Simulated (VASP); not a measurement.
A run of VASP 6.6.1 is set up as follows.

INCAR

```
SYSTEM = Mg
ALGO = Normal
EDIFF = 1E-6
ENCUT = 520
GGA = RE
ISIF = 2
ISMEAR = -1
LASPH = .TRUE.
LCHARG = .FALSE.
LREAL = .FALSE.
LWAVE = .FALSE.
NBANDS = 9
NELM = 80
PREC = Accurate
SIGMA = 0.1
```

KPOINTS

```
k-points
0
G
  21 21 10
  0 0 0
```

The input POSCAR:

```
Mg
1.0
   -2.2024201844      1.8124495255      1.6145505806
    1.8124495255     -2.2024201844      1.6145505806
    4.0650547958      4.0650547958     -2.3287825566
Mg
2
Direct
    0.9584144310      0.0415855690      1.0000000000
    0.7915855690      0.2084144310      0.5000000000
```

Potentials or basis: VASP PAW PBE potentials, release 64 (Mg).

Run with:

```console
$ cat potpaw_PBE.64/Mg/POTCAR > POTCAR
$ mpirun -np 1 vasp_std > vasp.out
```

Q: Estimate the band gap on the k mesh.

A: Zero (band 2 reaches 3.40 eV, above the bottom of band 3 at 1.24 eV).

Q: Predict the pressure.

A: -1.4 GPa.

Stress tensor (GPa, compression positive):
```
-1.36  0.20  0.01
 0.20 -1.36  0.01
 0.01  0.01 -1.52
```

Caveat: the PAW data sets were made with another functional, which shifts forces and pressure a little.
